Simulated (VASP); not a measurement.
**LiRh: single point with LDA**

The system is LiRh.

```xyz
2
Lattice="2.6025 0.0000 0.0000 -1.3012 2.2538 0.0000 0.0000 0.0000 4.2579" Properties=species:S:1:pos:R:3 pbc="T T T"
Li    0.0000    0.0000    2.1289
Rh    1.3012    0.7513    0.0000
```

```json
{
  "Program": "VASP 6.6.1",
  "Task": "single point",
  "Functional": "LDA",
  "Potentials or basis": "VASP PAW LDA potentials, release 64 (Li_sv, Rh_pv)",
  "Cutoff": "520 eV",
  "k mesh": "18 × 18 × 10",
  "Occupations": "fermi-dirac, width 0.05 eV",
  "Spin": "collinear spin, ferromagnetic start",
  "Starting moments": "[0.0, 1.0] μB"
}
```

```yaml
Band_gap_on_the_k_mesh: zero (filled and empty bands overlap)
Net_moment: 0.00 μB per cell
Valence_electrons_inside_the_program's_atomic_spheres: Li 2.14; Rh 13.89
```

Levels at points of the mesh, in eV from the Fermi level:
Spin up:
```csv
k point,band 7,band 8,band 9,band 10,band 11,band 12
"(0.00, 0.00, 0.00)",-2.27,-2.27,0.33,0.33,0.67,8.08
"(0.50, 0.00, 0.00)",-2.14,-0.45,1.62,1.71,5.17,8.24
"(0.00, 0.00, 0.50)",-2.26,-2.26,-1.98,0.29,0.29,12.43
"(0.50, 0.00, 0.50)",-0.75,-0.54,1.71,1.77,2.47,8.84
```
Spin down:
```
           k point  band 6  band 7  band 8  band 9  band 10  band 11  band 12  band 13
(0.00, 0.00, 0.00)   -3.82   -2.27   -2.27    0.33     0.33     0.67     8.08    17.75
(0.50, 0.00, 0.00)   -3.86   -2.14   -0.45    1.62     1.71     5.17     8.24    10.64
(0.00, 0.00, 0.50)   -2.63   -2.26   -2.26   -1.98     0.29     0.29    12.43    15.38
(0.50, 0.00, 0.50)   -4.02   -0.75   -0.54    1.71     1.77     2.47     8.84     9.02
```

Run time: 2.2 min on 1 thread of Intel(R) Xeon(R) Platinum 8375C CPU @ 2.90GHz (Ice Lake), on a shared host, peak memory 0.26 GiB.
